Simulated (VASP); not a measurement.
# C (Fmmm) in VASP: relaxation of cell and atoms with PBE+D3(BJ)

Aim: the relaxation of cell and atoms of C with PBE+D3(BJ).

All numbers are computed with VASP 6.6.1; they aren't measurements. Logs are shortened: lines on timing, memory, paths and dates and some standing lists are left out, and cuts for length are marked.

### Step 1. The cell of the first run

Symmetry: Fmmm, No. 69, orthorhombic system. The conventional cell has a = 2.466 Å, b = 4.268 Å, c = 6.784 Å, α = 90.00°, β = 90.00°, γ = 90.00°. C (site symmetry m2m) has 3 C at 1.42 Å within 1.9 Å.

### Step 2. Relaxation of cell and atoms, PBE+D3(BJ)

Contents of INCAR:

```
SYSTEM = C
  PREC = Accurate
  ENCUT = 600
  EDIFF = 1E-6
  ISMEAR = 0
  SIGMA = 0.02
  LREAL = .False.
  LASPH = .True.
  NELM = 60
  ALGO = Normal
  ISIF = 3
  LWAVE = .False.
  LCHARG = .False.
  GGA = PE
  IVDW = 12
  IBRION = 2
  NSW = 80
  EDIFFG = -0.001
```

Contents of KPOINTS:

```
Automatic mesh
0
Gamma
  18 18 18
  0 0 0
```

Contents of POSCAR:

```
C
1.0
    0.0000000000      2.1341717714      3.3921351648
    1.2328129398      0.0000000000      3.3921351648
    1.2328129398      2.1341717714      0.0000000000
C
2
Direct
    0.1666996624      0.8333003376      0.1666996624
    0.8333003376      0.1666996624      0.8333003376
```

Potentials or basis: VASP PAW PBE potentials, release 64 (C).

Run with:

```bash
$ cat potpaw_PBE.64/C/POTCAR > POTCAR
$ mpirun -np 1 vasp_std > vasp.out
```

OUTCAR:

```text
SYSTEM = C
   PREC = Accurate
   ENCUT = 600
   EDIFF = 1E-6
   ISMEAR = 0
   LREAL = .False.
   LASPH = .True.
   NELM = 60
   ISIF = 3
   GGA = PE
   IVDW = 12
   IBRION = 2
   NSW = 80
   EDIFFG = -0.001
 IVDW          = 12

 ion  position               nearest neighbor table
   1  0.167  0.833  0.167-   2 1.42   2 1.42   2 1.42
   2  0.833  0.167  0.833-   1 1.42   1 1.42   1 1.42

  LATTYP: Found a face centered orthorhombic cell.
 ALAT       =     2.4656258796
 B/A-ratio  =     1.7311399828
 C/A-ratio  =     2.7515408504

  Lattice vectors:

 A1 = (   0.0000000000,   2.1341717714,   3.3921351648)
 A2 = (   1.2328129398,   0.0000000000,   3.3921351648)
 A3 = (   1.2328129398,   2.1341717714,   0.0000000000)

Analysis of symmetry for initial positions (statically):
=====================================================================
 Subroutine PRICEL returns:
 Original cell was already a primitive cell.

 Routine SETGRP: Setting up the symmetry group for a
 face centered orthorhombic supercell.

 Subroutine GETGRP returns: Found  8 space group operations
 (whereof  8 operations were pure point group operations)
 out of a pool of  8 trial point group operations.

The static configuration has the point symmetry D_2h.

Analysis of symmetry for dynamics (positions and initial velocities):
=====================================================================
 Subroutine PRICEL returns:
 Original cell was already a primitive cell.

 Routine SETGRP: Setting up the symmetry group for a
 face centered orthorhombic supercell.

 Subroutine GETGRP returns: Found  8 space group operations
 (whereof  8 operations were pure point group operations)
 out of a pool of  8 trial point group operations.

The dynamic configuration has the point symmetry D_2h.

 Subroutine INISYM returns: Found  8 space group operations
 (whereof  8 operations are pure point group operations),
 and found     1 'primitive' translations

----------------------------------------------------------------------------------------

                                     Primitive cell

  volume of cell :      17.8496

  direct lattice vectors                    reciprocal lattice vectors
     0.000000000  2.134171771  3.392135165    -0.405576535  0.234282923  0.147399787
     1.232812940  0.000000000  3.392135165     0.405576535 -0.234282923  0.147399787
     1.232812940  2.134171771  0.000000000     0.405576535  0.234282923 -0.147399787

  length of vectors
     4.007651448  3.609211648  2.464653504     0.491026996  0.491026996  0.491026996

  position of ions in fractional coordinates (direct lattice)
     0.166699662  0.833300338  0.166699662
     0.833300338  0.166699662  0.833300338

  ion indices of the primitive-cell ions
   primitive index   ion index
                 1           1
                 2           2

----------------------------------------------------------------------------------------

 KPOINTS: Automatic mesh

Automatic generation of k-mesh.
 Grid dimensions read from file:
 generate k-points for:   18   18   18

 Generating k-lattice:

  Cartesian coordinates                     Fractional coordinates (reciprocal lattice)
    -0.022532030  0.013015718  0.008188877     0.055555556  0.000000000  0.000000000
     0.022532030 -0.013015718  0.008188877    -0.000000000  0.055555556 -0.000000000
     0.022532030  0.013015718 -0.008188877     0.000000000  0.000000000  0.055555556

  Length of vectors
     0.027279278  0.027279278  0.027279278

  Shift w.r.t. Gamma in fractional coordinates (k-lattice)
     0.000000000  0.000000000  0.000000000

 Subroutine IBZKPT returns following result:
 ===========================================

 Found    865 irreducible k-points:

 Following reciprocal coordinates:
            Coordinates               Weight
  0.000000  0.000000  0.000000      1.000000
  0.055556 -0.000000 -0.000000      8.000000
  0.111111 -0.000000 -0.000000      8.000000
  0.166667  0.000000  0.000000      8.000000
  0.222222 -0.000000  0.000000      8.000000
  0.277778 -0.000000 -0.000000      8.000000
[... 16 lines left out ...]
 -0.277778  0.055556  0.000000      8.000000
 -0.222222  0.055556  0.000000      8.000000
 [... further k-points ...]
   k-points           NKPTS =    865   k-points in BZ     NKDIM =    865   number of bands    NBANDS=      8
   number of dos      NEDOS =    301   number of ions     NIONS =      2
   total plane-waves  NPLWV =  19200
   dimension x,y,z NGX =    32 NGY =   30 NGZ =   20
   dimension x,y,z NGXF=    64 NGYF=   60 NGZF=   40
   ions per type =               2
   NGX,Y,Z   is equivalent  to a cutoff of  13.27, 13.82, 13.49 a.u.
   NGXF,Y,Z  is equivalent  to a cutoff of  26.55, 27.64, 26.98 a.u.
 SYSTEM =  C
   PREC   = accura    normal or accurate (medium, high low for compatibility)
   ISTART =      0    job   : 0-new  1-cont  2-samecut
   ICHARG =      2    charge: 1-file 2-atom 10-const
   ISPIN  =      1    spin polarized calculation?
   LNONCOLLINEAR =      F non collinear calculations
   LSORBIT =      F    spin-orbit coupling
   LASPH  =      T    aspherical Exc in radial PAW
   ENCUT  =  600.0 eV  44.10 Ry    6.64 a.u.   8.00  7.21  4.92*2*pi/ulx,y,z
   NELM   =     60;   NELMIN=  2; NELMDL= -5     # of ELM steps
   EDIFF  = 0.1E-05   stopping-criterion for ELM
   LREAL  =      F    real-space projection
   EDIFFG = -.1E-02   stopping-criterion for IOM
   NSW    =     80    number of steps for IOM
   IBRION =      2    ionic relax: 0-MD 1-quasi-New 2-CG
   NFREE  =      1    steps in history (QN), initial steepest desc. (CG)
   ISIF   =      3    stress and relaxation
   ISYM   =      2    0-nonsym 1-usesym 2-fastsym
   POTIM  = 0.5000    time-step for ionic-motion
   TEBEG  =    0.0;   TEEND  =   0.0 temperature during run
   PSTRESS=    0.0 pullay stress
   NELECT =       8.0000    total number of electrons
   NUPDOWN=      -1.0000    fix difference up-down
   EMIN   =  10.00;   EMAX   =-10.00  energy-range for DOS
   EFERMI =   0.00;   METHOD = LEGACY
   ISMEAR =     0;   SIGMA  =   0.02  broadening in eV -4-tet -1-fermi 0-gaus
   EFERMI_NEDOS =   21; number of points for ismear=-14 and -15
   IALGO  =     38    algorithm
   IMIX   =      4    mixing-type and parameters
     AMIX     =   0.40;   BMIX     =  1.00
     AMIX_MAG =   1.60;   BMIX_MAG =  1.00
  volume/ion in A,a.u.               =       8.92        60.23
  Fermi-wavevector in a.u.,A,eV,Ry     =   1.252838  2.367521 21.355747  1.569603
  Thomas-Fermi vector in A             =   2.386719
   LORBIT       =      0    0 simple, 1 ext, 2 COOP (PROOUT), +10 PAW based schemes
   GGA     = PE    functional components
   LHFCALC =     F    Hartree Fock is set to
   AEXX    =    0.0000 exact exchange contribution
   IVDW    =    12    specifies the selected vdW correction
   LEPSILON=     F    determine dielectric tensor
   LRPA    =     F    only Hartree local field effects (RPA)
 conjugate gradient relaxation of ions
 non-spin polarized calculation
 Gauss-broadening in eV      SIGMA  =   0.02
  energy-cutoff  :      600.00
  volume of cell :       17.85
 maximum number of plane-waves:       617
   NGX = 15   NGY = 15   NGZ =  9

--------------------------------------- Ionic step        1  -------------------------------------------

 number of electron       8.0000000 magnetization

 Free energy of the ion-electron system (eV)
  ---------------------------------------------------
  ext. energy  EPLUGINS =         0.00000000
  ---------------------------------------------------
  free energy    TOTEN  =       -18.42836474 eV

  energy without entropy =      -18.42836420  energy(sigma->0) =      -18.42836447

------------------------ aborting loop because EDIFF is reached ----------------------------------------

 Edisp (eV)   -0.30857

 E8    (eV) :    -0.0873

  FORCE on cell =-STRESS in cart. coord.  units (eV):
  Direction    XX          YY          ZZ          XY          YZ          ZX
  --------------------------------------------------------------------------------------
  -------------------------------------------------------------------------------------
  Total       0.01634     0.01600    -0.02466    -0.00000     0.00000     0.00000
  in kB       1.46686     1.43639    -2.21381    -0.00000     0.00000     0.00000
  external pressure =        0.23 kB  Pullay stress =        0.00 kB
[... 97 lines left out ...]
  FREE ENERGIE OF THE ION-ELECTRON SYSTEM (eV)
  ---------------------------------------------------
  free  energy   TOTEN  =       -18.7369461341 eV

  energy  without entropy=      -18.7369456067  energy(sigma->0) =      -18.73694587

[... ionic steps 4 to 25 ...]

--------------------------------------- Ionic step       26  -------------------------------------------

 number of electron       8.0000000 magnetization

------------------------ aborting loop because EDIFF is reached ----------------------------------------

 Edisp (eV)   -0.31137

 E8    (eV) :    -0.0882
[... 69 lines left out ...]
  energy  without entropy=      -18.7370477742  energy(sigma->0) =      -18.73704797

--------------------------------------- Ionic step       28  -------------------------------------------

 number of electron       8.0000000 magnetization

 Free energy of the ion-electron system (eV)
  ---------------------------------------------------
  ext. energy  EPLUGINS =         0.00000000
  ---------------------------------------------------
  free energy    TOTEN  =       -18.42567552 eV

  energy without entropy =      -18.42567513  energy(sigma->0) =      -18.42567533

 E-fermi :   4.6487     XC(G=0): -10.2966

 val. band max:        4.6102641834   @ k =  -0.2778   0.0556   0.3333
 cond. band min:       4.6870437256   @ k =  -0.2222   0.1111   0.3333
 fundamental gap:      0.0767795422
 Fermi energy:         4.6486539058

 k-point     1 :       0.0000    0.0000    0.0000
  band No.  band energies     occupation
      1     -14.9994      2.00000
      2      -1.9169      2.00000
      3       1.6364      2.00000
      4       1.6523      2.00000
      5       8.9083      0.00000
      6      12.9778      0.00000
      7      13.0418      0.00000
      8      16.0362      0.00000
[... 243 lines left out ...]
 k-point    24 :      -0.2222    0.0556    0.0000
  band No.  band energies     occupation
      1     -13.1608      2.00000
      2      -3.4445      2.00000
      3      -0.6388      2.00000
      4      -0.0446      2.00000
      5      10.7826      0.00000
      6      11.4560      0.00000
      7      12.6855      0.00000
      8      19.0134      0.00000

 [... further k-points ...]

------------------------ aborting loop because EDIFF is reached ----------------------------------------

 Edisp (eV)   -0.31137

 E8    (eV) :    -0.0882

  FORCE on cell =-STRESS in cart. coord.  units (eV):
  Direction    XX          YY          ZZ          XY          YZ          ZX
  --------------------------------------------------------------------------------------
  -------------------------------------------------------------------------------------
  Total       0.00076     0.00164    -0.00120    -0.00000     0.00000     0.00000
  in kB       0.06867     0.14786    -0.10832    -0.00000     0.00000     0.00000
  external pressure =        0.04 kB  Pullay stress =        0.00 kB
[... 17 lines left out ...]
  FREE ENERGIE OF THE ION-ELECTRON SYSTEM (eV)
  ---------------------------------------------------
  free  energy   TOTEN  =       -18.7370482559 eV

  energy  without entropy=      -18.7370478672  energy(sigma->0) =      -18.73704806

 reached required accuracy - stopping structural energy minimisation
```

Run time: 29 min. Hardware: 1 thread of Oxide Virtual Turin-like, shared host; peak memory 0.24 GiB.

What came out:

| Quantity | Value |
| --- | --- |
| Free energy | -18.7370 eV |
| Relaxed volume | 8.86 Å³/atom |
| Relaxed cell | a = 3.986 Å, b = 3.585 Å, c = 2.465 Å, α = 80.09°, β = 62.38°, γ = 37.53° |
| Space group after relaxing (to 0.1 Å) | Fmmm (No. 69) |
| Energy gained by relaxing | 0.1 meV/atom |
| Ionic steps | 28 |
| Pressure after relaxing | 0.0 GPa |
| Dispersion energy per atom | -0.156 eV |

The path:
| step | energy change (eV) | largest force (eV/Å) | pressure (GPa) | volume (Å³) |
| --- | --- | --- | --- | --- |
| 1 | 0.0000 | 0.0037 | 0.02 | 17.85 |
| 2 | 0.0000 | 0.0160 | -0.31 | 17.85 |
| 3 | 0.0000 | 0.0076 | -0.18 | 17.85 |
| 4 | 0.0000 | 0.0027 | -0.19 | 17.84 |
| 5 | 0.0000 | 0.0120 | -0.24 | 17.82 |
| 6 | -0.0001 | 0.0413 | -0.34 | 17.78 |
| 7 | -0.0001 | 0.0218 | -0.36 | 17.81 |
| 8 | -0.0001 | 0.0317 | -0.34 | 17.80 |
| 9 | -0.0001 | 0.0299 | -0.34 | 17.79 |
| 10 | -0.0001 | 0.0249 | -0.30 | 17.78 |
| 11 | -0.0001 | 0.0150 | -0.22 | 17.76 |
| 12 | -0.0001 | 0.0049 | -0.05 | 17.72 |
| 13 | -0.0001 | 0.0003 | -0.13 | 17.73 |
| 14 | -0.0001 | 0.0028 | -0.09 | 17.73 |
| 15 | -0.0001 | 0.0034 | -0.11 | 17.72 |
| 16 | -0.0001 | 0.0012 | -0.05 | 17.72 |
| 17 | -0.0001 | 0.0049 | 0.01 | 17.72 |
| 18 | -0.0001 | 0.0032 | -0.02 | 17.72 |
| 19 | -0.0001 | 0.0000 | -0.07 | 17.72 |
| 20 | -0.0001 | 0.0004 | -0.04 | 17.72 |
| 21 | -0.0001 | 0.0012 | -0.03 | 17.72 |
| 22 | -0.0001 | 0.0028 | -0.02 | 17.72 |
| 23 | -0.0001 | 0.0068 | 0.06 | 17.71 |
| 24 | -0.0001 | 0.0048 | 0.05 | 17.72 |
| 25 | -0.0001 | 0.0037 | 0.02 | 17.72 |
| 26 | -0.0001 | 0.0034 | 0.01 | 17.72 |
| 27 | -0.0001 | 0.0033 | 0.01 | 17.72 |
| 28 | -0.0001 | 0.0003 | 0.00 | 17.72 |

Final structure:
```xyz
2
Lattice="0.0000 2.1343 3.3666 1.2329 0.0000 3.3666 1.2329 2.1343 0.0000" Properties=species:S:1:pos:R:3 pbc="T T T"
C     1.2329    0.7115    3.3666
C     1.2329    3.5571    3.3666
```
